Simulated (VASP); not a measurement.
# Bi (C2/m) in VASP: single point with PBE

Aim: the single point of Bi with PBE.

All numbers are computed with VASP 6.6.1; they aren't measurements. Logs are shortened: lines on timing, memory, paths and dates and some standing lists are left out, and cuts for length are marked.

### 1 The cell of the first run

Symmetry: C2/m, No. 12, monoclinic system. Conventional cell: a = 9.944 Å, b = 8.648 Å, c = 6.575 Å, α = 90.00°, β = 101.54°, γ = 90.00°. Bi (site symmetry m) has 9 Bi at 3.17 to 4.20 Å within 4.2 Å. Bi (site symmetry m) has 9 Bi at 3.18 to 4.19 Å within 4.2 Å. Bi (site symmetry 1) has 9 Bi at 3.17 to 4.20 Å within 4.2 Å.

### 2 Single point, PBE

File INCAR:

```
  PREC = Accurate
  ENCUT = 520
  EDIFF = 1E-7
  ISMEAR = 0
  SIGMA = 0.1
  LREAL = False
  LASPH = True
  NELM = 100
  ALGO = Normal
  ISIF = 2
  LWAVE = False
  LCHARG = True
  GGA = PE
  LELF = True
  LVHAR = True
  NBANDS = 70
```

File KPOINTS:

```
regular mesh
0
Gamma
  4 4 4
```

File POSCAR:

```
Bi
1.0
    4.9599340454     -4.3241714987      0.3447631158
    4.9599340454      4.3241714987      0.3447631158
   -1.7586808872      0.0000000000      6.3354732638
Bi
8
Direct
    0.8193414211      0.8193414211      0.1832317103
    0.1806585789      0.1806585789      0.8167682897
    0.2489181291      0.2489181291      0.3108174506
    0.7510818709      0.7510818709      0.6891825494
    0.7555451778      0.3099877922      0.2475197072
    0.6900122078      0.2444548222      0.7524802928
    0.2444548222      0.6900122078      0.7524802928
    0.3099877922      0.7555451778      0.2475197072
```

Potentials or basis: VASP PAW PBE potentials, release 64 (Bi_d).

Command:

```sh
$ cat potpaw_PBE.64/Bi_d/POTCAR > POTCAR
$ mpirun -np 1 vasp_std > vasp.out
```

OUTCAR:

```text
PREC = Accurate
   ENCUT = 520
   EDIFF = 1E-7
   ISMEAR = 0
   LREAL = False
   LASPH = True
   NELM = 100
   ISIF = 2
   GGA = PE

 ion  position               nearest neighbor table
   1  0.819  0.819  0.183-   5 3.17   8 3.17   4 3.18   4 3.53   5 3.53   8 3.53
   2  0.181  0.181  0.817-   6 3.17   7 3.17   3 3.18   3 3.53   6 3.53   7 3.53
   3  0.249  0.249  0.311-   2 3.18   5 3.19   8 3.19   8 3.51   5 3.51   2 3.53   7 3.79   6 3.79

   4  0.751  0.751  0.689-   1 3.18   6 3.19   7 3.19   6 3.51   7 3.51   1 3.53   8 3.79   5 3.79

   5  0.756  0.310  0.248-   1 3.17   6 3.19   3 3.19   6 3.51   3 3.51   1 3.53   4 3.79   8 3.85

   6  0.690  0.244  0.752-   2 3.17   5 3.19   4 3.19   5 3.51   4 3.51   2 3.53   3 3.79   7 3.85

   7  0.244  0.690  0.752-   2 3.17   8 3.19   4 3.19   8 3.51   4 3.51   2 3.53   3 3.79   6 3.85

   8  0.310  0.756  0.248-   1 3.17   7 3.19   3 3.19   7 3.51   3 3.51   1 3.53   4 3.79   5 3.85

  LATTYP: Found a base centered monoclinic cell.
 ALAT       =     9.9438035662
 B/A-ratio  =     0.8697218262
 C/A-ratio  =     0.6612200409
 COS(beta)  =    -0.2000186873

  Lattice vectors:

 A1 = (   4.9599340454,  -4.3241714987,   0.3447631158)
 A2 = (   4.9599340454,   4.3241714987,   0.3447631158)
 A3 = (  -1.7586808872,   0.0000000000,   6.3354732638)

Analysis of symmetry for initial positions (statically):
=====================================================================
 Subroutine PRICEL returns:
 Original cell was already a primitive cell.

 Routine SETGRP: Setting up the symmetry group for a
 base centered monoclinic supercell.

 Subroutine GETGRP returns: Found  4 space group operations
 (whereof  4 operations were pure point group operations)
 out of a pool of  4 trial point group operations.

The static configuration has the point symmetry C_2h.

Analysis of symmetry for dynamics (positions and initial velocities):
=====================================================================
 Subroutine PRICEL returns:
 Original cell was already a primitive cell.

 Routine SETGRP: Setting up the symmetry group for a
 base centered monoclinic supercell.

 Subroutine GETGRP returns: Found  4 space group operations
 (whereof  4 operations were pure point group operations)
 out of a pool of  4 trial point group operations.

[... 112 lines left out ...]
   LREAL  =      F    real-space projection
   EDIFFG = 0.1E-05   stopping-criterion for IOM
   NSW    =      0    number of steps for IOM
   IBRION =     -1    ionic relax: 0-MD 1-quasi-New 2-CG
   NFREE  =      0    steps in history (QN), initial steepest desc. (CG)
   ISIF   =      2    stress and relaxation
   ISYM   =      2    0-nonsym 1-usesym 2-fastsym
   POTIM  = 0.5000    time-step for ionic-motion
   TEBEG  =    0.0;   TEEND  =   0.0 temperature during run
   PSTRESS=    0.0 pullay stress
   NELECT =     120.0000    total number of electrons
   NUPDOWN=      -1.0000    fix difference up-down
   EMIN   =  10.00;   EMAX   =-10.00  energy-range for DOS
   EFERMI =   0.00;   METHOD = LEGACY
   ISMEAR =     0;   SIGMA  =   0.10  broadening in eV -4-tet -1-fermi 0-gaus
   EFERMI_NEDOS =   21; number of points for ismear=-14 and -15
   IALGO  =     38    algorithm
   IMIX   =      4    mixing-type and parameters
     AMIX     =   0.40;   BMIX     =  1.00
     AMIX_MAG =   1.60;   BMIX_MAG =  1.00
  volume/ion in A,a.u.               =      34.63       233.67
  Fermi-wavevector in a.u.,A,eV,Ry     =   1.238718  2.340838 20.877098  1.534423
  Thomas-Fermi vector in A             =   2.373232
   LORBIT       =      0    0 simple, 1 ext, 2 COOP (PROOUT), +10 PAW based schemes
   GGA     = PE    functional components
   LHFCALC =     F    Hartree Fock is set to
   AEXX    =    0.0000 exact exchange contribution
   IVDW    =     0    specifies the selected vdW correction
   LEPSILON=     F    determine dielectric tensor
   LRPA    =     F    only Hartree local field effects (RPA)
 non-spin polarized calculation
 Gauss-broadening in eV      SIGMA  =   0.10
  energy-cutoff  :      520.00
  volume of cell :      277.01
 maximum number of plane-waves:      7484
 NGX is ok and might be reduce to    50
   NGX = 25   NGY = 25   NGZ = 25

 number of electron     119.9999975 magnetization

 Free energy of the ion-electron system (eV)
  ---------------------------------------------------
  ext. energy  EPLUGINS =         0.00000000
  ---------------------------------------------------
  free energy    TOTEN  =       -30.71736343 eV

  energy without entropy =      -30.71125444  energy(sigma->0) =      -30.71430893

 E-fermi :   6.4803     XC(G=0):  -9.6807

 val. band max:        6.4392901754   @ k =  -0.2500   0.0000   0.2500
 cond. band min:       6.5598057839   @ k =   0.5000   0.5000   0.0000
 fundamental gap:      0.1205156084
 Fermi energy:         6.4802748810

 k-point     1 :       0.0000    0.0000    0.0000
  band No.  band energies     occupation
      1     -16.3803      2.00000
      2     -16.3775      2.00000
      3     -16.3709      2.00000
      4     -16.3690      2.00000
      5     -16.3592      2.00000
      6     -16.2875      2.00000
[... 1741 lines left out ...]
     69       7.7362      0.00000
     70       7.8050      0.00000

------------------------ aborting loop because EDIFF is reached ----------------------------------------

  FORCE on cell =-STRESS in cart. coord.  units (eV):
  Direction    XX          YY          ZZ          XY          YZ          ZX
  --------------------------------------------------------------------------------------
  -------------------------------------------------------------------------------------
  Total       -0.2960715     -0.1657203     -0.1087911      0.0000000      0.0000000      0.1379053
  in kB       -1.7124554     -0.9585140     -0.6292398      0.0000000      0.0000000      0.7976341
  external PRESSURE =      -1.1000697 kB  Pullay stress =       0.0000000 kB

 VOLUME and BASIS-vectors are now :
 -----------------------------------------------------------------------------
  energy-cutoff  :      520.00
  volume of cell :      277.01
      direct lattice vectors                 reciprocal lattice vectors
     4.959934045 -4.324171499  0.344763116     0.098899491 -0.115629086  0.027453773
     4.959934045  4.324171499  0.344763116     0.098899491  0.115629086  0.027453773
    -1.758680887  0.000000000  6.335473264    -0.010763804  0.000000000  0.154853452

 POSITION                                       TOTAL-FORCE (eV/Angst)
 -----------------------------------------------------------------------------------
      7.80551      0.00000      1.72582        -0.007430      0.000000     -0.012337
      0.35567      0.00000      5.29918         0.007430      0.000000      0.012337
      1.92261      0.00000      2.14081         0.013913      0.000000      0.006739
      6.23858      0.00000      4.88419        -0.013913      0.000000     -0.006739
      4.84967     -1.92667      1.93551        -0.000125      0.021803     -0.001124
      3.31152     -1.92667      5.08949         0.000125      0.021803      0.001124
      3.31152      1.92667      5.08949         0.000125     -0.021803      0.001124
      4.84967      1.92667      1.93551        -0.000125     -0.021803     -0.001124
 -----------------------------------------------------------------------------------
    total drift:                                0.000000      0.000000      0.000000

  FREE ENERGIE OF THE ION-ELECTRON SYSTEM (eV)
  ---------------------------------------------------
  free  energy   TOTEN  =       -30.7173634250 eV

  energy  without entropy=      -30.7112544411  energy(sigma->0) =      -30.71430893
```

stdout:

```text
POSCAR found type information on POSCAR Bi
 POSCAR found :  1 types and       8 ions
 scaLAPACK will be used
 LDA part: xc-table for (Slater+PW92), standard interpolation
 POSCAR, INCAR and KPOINTS ok, starting setup
 FFT: planning ... GRIDC
 FFT: planning ... GRID_SOFT
 FFT: planning ... GRID
 WAVECAR not read
 entering main loop
```

Run time: 13 min. Hardware: 1 thread of AMD EPYC 7R43 (Zen 3), shared host; peak memory 0.46 GiB.

What came out:

```yaml
Free_energy: -30.7174 eV
Pressure: -0.1 GPa
Largest_force: 0.022 eV/Å
Band_gap_on_the_k_mesh: zero (band 60 reaches 6.44 eV, above the bottom of band 61 at 6.36 eV)
```

Forces in eV/Å, atoms in the order of the input:
```
Bi  -0.007  0.000 -0.012
Bi   0.007  0.000  0.012
Bi   0.014  0.000  0.007
Bi  -0.014  0.000 -0.007
Bi   0.000  0.022 -0.001
Bi   0.000  0.022  0.001
Bi   0.000 -0.022  0.001
Bi   0.000 -0.022 -0.001
```

Caveat: spin-orbit coupling is left out, which moves the levels of the heavy elements.
